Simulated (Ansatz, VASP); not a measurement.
Two plane-wave programs on Hg

```xyz
2
Lattice="3.2354 0.0000 0.0000 -1.6177 2.8019 0.0000 0.0000 0.0000 5.5383" Properties=species:S:1:pos:R:3 pbc="T T T"
Hg    1.6177    0.9340    4.1537
Hg    0.0000    1.8679    1.3846
```

Alike in both runs: task single point; functional PBE; k mesh 6 × 6 × 4; occupations fermi-dirac, width 0.02 eV; no spin polarisation.

|  | VASP | Ansatz |
| --- | --- | --- |
| version | VASP 6.6.1 | Ansatz 0.2.0 |
| potentials or method | VASP PAW PBE potentials, release 64 (Hg) | plane waves |
| plane-wave cutoff (eV) | 520 | 420 |
| valence electrons in the cell | 24 | 40 |

Ansatz gave:

| Property | Result |
| --- | --- |
| pressure (GPa) | 2.0 |
| traceless stress, the component that is largest in VASP (GPa) | 1.89 |

Estimate VASP's values.

pressure (GPa): 2.3; traceless stress, the component that is largest in VASP (GPa): 1.84.

The functional is the same, so the differences come from potentials, cutoffs and numerics. VASP's potentials hold 24 valence electrons a cell and Ansatz's 40, so a difference there can come from the potentials and not from the codes.

The k mesh is coarse, so the values compare programs but aren't converged. Neither program's run includes spin-orbit coupling.
